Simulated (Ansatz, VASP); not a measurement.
# One calculation of RbAuBr3, two programs

The input INCAR:

```
ALGO     = Normal         # electronic algorithm
EDIFF    = 1E-7           # SCF threshold, eV
ENCUT    = 520            # plane-wave cutoff, eV
GGA      = CA             # functional
ISIF     = 2              # what is computed and relaxed
ISMEAR   = 0              # smearing method
LASPH    = True           # aspherical terms in the spheres
LCHARG   = False          # write CHGCAR
LREAL    = False          # projectors in reciprocal space
LWAVE    = False          # write WAVECAR
NBANDS   = 28             # bands
NELM     = 80             # most SCF steps
PREC     = Accurate       # precision mode
SIGMA    = 0.1            # smearing width, eV
```

File KPOINTS:

```
k-points
0
Gamma
  2 2 2
```

File POSCAR:

```
RbAuBr3
1.0
    5.4369900000      0.0000000000      0.0000000000
    0.0000000000      5.4369900000      0.0000000000
    0.0000000000      0.0000000000      5.4369900000
Rb Au Br
1 1 3
Direct
    0.5000000000      0.5000000000      0.5000000000
    0.0000000000      0.0000000000      0.0000000000
    0.5000000000      0.0000000000      0.0000000000
    0.0000000000      0.0000000000      0.5000000000
    0.0000000000      0.5000000000      0.0000000000
```

Input for Ansatz:

```yaml
crystal:
  lattice:
    a: 5.43699
    b: 5.43699
    c: 5.43699
    alpha: 90.0
    beta: 90.0
    gamma: 90.0
  atoms:
    - { symbol: Rb, position: [0.5, 0.5, 0.5] }
    - { symbol: Au, position: [0.0, 0.0, 0.0] }
    - { symbol: Br, position: [0.5, 0.0, 0.0] }
    - { symbol: Br, position: [0.0, 0.0, 0.5] }
    - { symbol: Br, position: [0.0, 0.5, 0.0] }
kpoints:
  mp_grid:
    grid: [2, 2, 2]
hamiltonian:
  xc: lda
scf:
  occupations:
    method: gaussian
    width: 0.1
output:
  stress: true
```

Alike in both runs: task single point; functional LDA; k mesh 2 × 2 × 2; occupations gaussian, width 0.1 eV; no spin polarisation.

|  | VASP | Ansatz |
| --- | --- | --- |
| version | VASP 6.6.1 | Ansatz 0.2.0 |
| potentials or method | VASP PAW LDA potentials, release 64 (Rb_sv, Au, Br) | plane waves, PAW |
| plane-wave cutoff (eV) | 520 | 420 |
| valence electrons in the cell | 41 | 49 |

|  | VASP | Ansatz | Ansatz less VASP |
| --- | --- | --- | --- |
| pressure (GPa) | -5.0 | -5.0 | -0.06 |

LDA's correlation is that of Perdew and Zunger in VASP and of Perdew and Wang (1992) in Ansatz. VASP's potentials hold 41 valence electrons a cell and Ansatz's 49, so a difference there can come from the potentials and not from the codes.

The k mesh is coarse, so the values compare programs but aren't converged. Neither program's run includes spin-orbit coupling.
